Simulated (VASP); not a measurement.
Set up this calculation in VASP 6.6.1, as the native input.

```yaml
Task: single point
Functional: PBE
Potentials_or_basis: VASP PAW PBE potentials, release 64 (Ni, Cl)
Cutoff: 520 eV
k_mesh: 6 × 6 × 2
Occupations: gaussian, width 0.1 eV
Spin: collinear spin, ferromagnetic start
Starting_moments: "[2.0, 2.0, 0.0, 0.0] μB"
Dipole_correction: no
Further_INCAR_settings: ALGO = Normal; EDIFF = 1e-06; NBANDS = 29
```

The structure of NiCl lies in POSCAR:

```
NiCl
1.0
    3.4580348618      0.0000000000      0.0000000000
   -1.7290174310      2.9947460375      0.0000000000
    0.0000000000      0.0000000000      9.1991765715
Ni Cl
2 2
Direct
    0.3333333333      0.6666666667      0.2500000000
    0.6666666667      0.3333333333      0.7500000000
    0.3333333333      0.6666666667      0.7500000000
    0.6666666667      0.3333333333      0.2500000000
```

These files were run (other wordings do the same):

INCAR

```
SYSTEM = NiCl
PREC = Accurate
ENCUT = 520
EDIFF = 1E-6
ISMEAR = 0
SIGMA = 0.1
LREAL = .FALSE.
LASPH = .TRUE.
NELM = 150
ALGO = Normal
ISIF = 2
LWAVE = .FALSE.
LCHARG = .TRUE.
ISPIN = 2
MAGMOM = 2 2 0 0
LORBIT = 11
LMAXMIX = 4
GGA = PE
LELF = .TRUE.
LVHAR = .TRUE.
NBANDS = 29
```

KPOINTS

```
regular mesh
0
G
  6 6 2
  0 0 0
```

Potentials or basis: VASP PAW PBE potentials, release 64 (Ni, Cl).

Command:

```console
$ cat potpaw_PBE.64/Ni/POTCAR potpaw_PBE.64/Cl/POTCAR > POTCAR
$ mpirun -np 1 vasp_std > vasp.out
```

Results of the run:

```json
{
  "Pressure": "14.3 GPa",
  "Net moment": "0.23 μB per cell",
  "Site moments": "Ni +0.10; Cl +0.01 μB",
  "Valence electrons inside the program's atomic spheres": "Ni 9.69; Cl 5.16"
}
```

Caveat: the stress differs along the axes, from -0 to 22 GPa.

Wall time 50 s on 1 thread of Intel(R) Xeon(R) 6975P-C (Granite Rapids), with other jobs on the host, peak memory 0.27 GiB.
